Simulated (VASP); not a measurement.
Nb16H (a cell with a defect), 17 atoms in the cell. The cell holds a defect, 17 atoms: a = 6.600 Å, b = 6.600 Å, c = 6.600 Å, α = 90.00°, β = 90.00°, γ = 90.00°. 

| Quantity | Value |
| --- | --- |
| Program | VASP 6.6.1 |
| Task | single point |
| Functional | PBE |
| Dispersion | D3(BJ) |
| Potentials or basis | VASP PAW PBE potentials, release 64 (Nb_sv, H) |
| Cutoff | 520 eV |
| k mesh | 3 × 3 × 3 |
| Occupations | fermi-dirac, width 0.15 eV |
| Spin | no spin polarisation |
| Dipole correction | no |
| Further INCAR settings | LREAL = Auto; ALGO = Normal; EDIFF = 1e-06; NBANDS = 118 |

Potentials or basis: VASP PAW PBE potentials, release 64 (Nb_sv, H).

Launch:

```bash
$ cat potpaw_PBE.64/Nb_sv/POTCAR potpaw_PBE.64/H/POTCAR > POTCAR
$ mpirun -np 1 vasp_std > vasp.out
```

Hardware: 1 thread of Intel(R) Xeon(R) Platinum 8259CL CPU @ 2.50GHz (Skylake/Cascade Lake), on a shared host.

Question: How long does it take, and how much memory?

Answer: It took 19 min on 1 thread of Intel(R) Xeon(R) Platinum 8259CL CPU @ 2.50GHz (Skylake/Cascade Lake), on a shared host, peak memory 0.53 GiB. Counts: scf iterations 18, k points 14.
